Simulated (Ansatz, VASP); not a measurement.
**Ag in VASP and in Ansatz**

```xyz
12
Lattice="3.6781 2.1235 6.6455 -3.6781 2.1235 6.6455 0.0000 -4.2471 6.6455" Properties=species:S:1:pos:R:3 pbc="T T T"
Ag   -2.2693    1.3102    4.5673
Ag    0.0000   -2.6204    4.5673
Ag    2.2693    1.3102    4.5673
Ag    2.2693   -1.3102   15.3694
Ag   -2.2693   -1.3102   15.3694
Ag    0.0000    2.6204   15.3694
Ag   -1.3773    0.7952    7.1502
Ag    0.0000   -1.5903    7.1502
Ag    1.3773    0.7952    7.1502
Ag    1.3773   -0.7952   12.7865
Ag   -1.3773   -0.7952   12.7865
Ag    0.0000    1.5903   12.7865
```

Alike in both runs: functional PBE; k mesh 3 × 3 × 3; occupations gaussian, width 0.1 eV; no spin polarisation.

Ansatz relaxed the structure, and its values are those at the end. VASP's run is a single point on that final structure, the one shown.

```csv
,VASP,Ansatz
version,VASP 6.6.1,Ansatz 0.2.0
potentials or method,"VASP PAW PBE potentials, release 64 (Ag), cutoff 520 eV","scalar-relativistic, plane waves, PAW"
valence electrons in the cell,132,228
```

|  | VASP | Ansatz | Ansatz less VASP |
| --- | --- | --- | --- |
| gap on the k mesh at the Fermi level (eV) | none | none | - |
| pressure (GPa) | 0.2 | 0.3 | +0.06 |
| rms of the force components (eV/Å) | 0.006 | 0.007 | +0.0005 |

A gap of «none» marks a metal or a gap that the smearing closes. With one functional, cell and mesh, what is left measures potentials, basis and numerics. VASP's potentials hold 132 valence electrons a cell and Ansatz's 228, so a difference there can come from the potentials and not from the codes.
